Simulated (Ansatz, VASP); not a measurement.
# Ru: VASP beside Ansatz

Contents of INCAR:

```
PREC     = Accurate       # precision mode
ENCUT    = 520            # plane-wave cutoff, eV
EDIFF    = 1E-7           # SCF threshold, eV
ISMEAR   = -1             # smearing method
SIGMA    = 0.1            # smearing width, eV
LREAL    = False          # projectors in reciprocal space
LASPH    = True           # aspherical terms in the spheres
NELM     = 60             # most SCF steps
ALGO     = Normal         # electronic algorithm
ISIF     = 2              # what is computed and relaxed
LWAVE    = False          # write WAVECAR
LCHARG   = True           # write CHGCAR
GGA      = RE             # functional
LELF     = True           # ELF
LVHAR    = True         
NBANDS   = 13             # bands
```

The input KPOINTS:

```
regular mesh
0
Gamma
  14 14 14
```

POSCAR

```
Ru
1.0
    2.5556125247      0.0000000000      0.0000000000
    0.0000000000      2.5556125247      0.0000000000
    0.0000000000      0.0000000000      2.5556125247
Ru
1
Direct
    0.0000000000      0.0000000000      0.0000000000
```

Input for Ansatz:

```yaml
crystal:
  lattice:
    - [2.5556125247, 0.0, 0.0]
    - [0.0, 2.5556125247, 0.0]
    - [0.0, 0.0, 2.5556125247]
  atoms:
    - { symbol: Ru, position: [0.0, 0.0, 0.0] }
hamiltonian:
  xc: revpbe
  pseudopotentials:
    kind: paw
    azcp:
      Ru: "pseudopotentials/Ru.paw.azcp"
basis:
  ecutwfc: 420
  fft_grid_basis: typed
kpoints:
  mp_grid: { grid: [14, 14, 14], shift: [0, 0, 0] }
magnetization:
  spin_polarized: false
scf:
  occupations: { method: fermi_dirac, width: 0.1 }
  lower_state_search: "off"
output:
  stress: true
```

Alike in both runs: task single point; functional revPBE; k mesh 14 × 14 × 14; occupations fermi-dirac, width 0.1 eV; no spin polarisation.

```csv
,VASP,Ansatz
version,VASP 6.6.1,Ansatz 0.2.0
potentials or method,"VASP PAW PBE potentials, release 64 (Ru_pv), cutoff 520 eV","plane waves (420 eV) with PAW, scalar-relativistic"
valence electrons in the cell,14,16
```

|  | VASP | Ansatz | Ansatz less VASP |
| --- | --- | --- | --- |
| pressure (GPa) | -7.3 | -7.3 | -0.03 |

VASP's potentials were made for PBE, not for revPBE. VASP's potentials hold 14 valence electrons a cell and Ansatz's 16, so a difference there can come from the potentials and not from the codes.
